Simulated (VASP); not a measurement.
Write the native input for VASP 6.6.1 that does the following.

```yaml
Task: relaxation of cell and atoms
Functional: PBE
Potentials_or_basis: VASP PAW PBE potentials, release 64 (P)
Cutoff: 600 eV
k_mesh: 8 × 6 × 4
Occupations: gaussian, width 0.2 eV
Spin: no spin polarisation
Dipole_correction: no
Further_INCAR_settings: ALGO = Normal; EDIFF = 1e-07; IBRION = 2; EDIFFG = -0.025; NSW = 80; ISIF = 3
```

The structure of P lies in POSCAR:

```
P
1.0
    1.3556979186     -2.2602700228      0.0063529610
   -3.9895327715     -2.2154901676      0.0276283820
    0.0197786170      0.0250585283     -4.9204986869
P
4
Direct
   -0.0060748848      0.0386956743      0.7247868897
    0.0671288794     -0.0315583446      0.2512927311
    0.4688187757      0.4927584622      0.7426230821
    0.4701272297      0.5001042081      0.2812972971
```

These files were run (other wordings do the same):

INCAR

```
PREC = Accurate
ENCUT = 600
EDIFF = 1E-7
ISMEAR = 0
SIGMA = 0.2
LREAL = F
LASPH = T
NELM = 80
ALGO = Normal
ISIF = 3
LWAVE = F
LCHARG = F
GGA = PE
IBRION = 2
NSW = 80
EDIFFG = -0.025
```

KPOINTS

```
Automatic mesh
0
Gamma
  8 6 4
```

Potentials or basis: VASP PAW PBE potentials, release 64 (P).

Command:

```sh
$ cat potpaw_PBE.64/P/POTCAR > POTCAR
$ mpirun -np 1 vasp_std > vasp.out
```

It gave:

```json
{
 "Relaxed volume": "14.61 Å³/atom",
 "Relaxed cell": "a = 2.460 Å, b = 4.833 Å, c = 4.915 Å, α = 90.00°, β = 90.05°, γ = 89.98°",
 "Space group after relaxing (to 0.1 Å)": "Pm-3m (No. 221)",
 "Energy gained by relaxing": "325.6 meV/atom",
 "Ionic steps": "44",
 "Pressure after relaxing": "0.1 GPa",
 "Largest force after relaxing": "0.024 eV/Å",
 "Band gap on the k mesh": "zero (bands 10 and 11 overlap by 7.50 eV)"
}
```

Wall time 48 min on 1 thread of Intel Xeon 8259CL (shared host), peak memory 0.25 GiB.
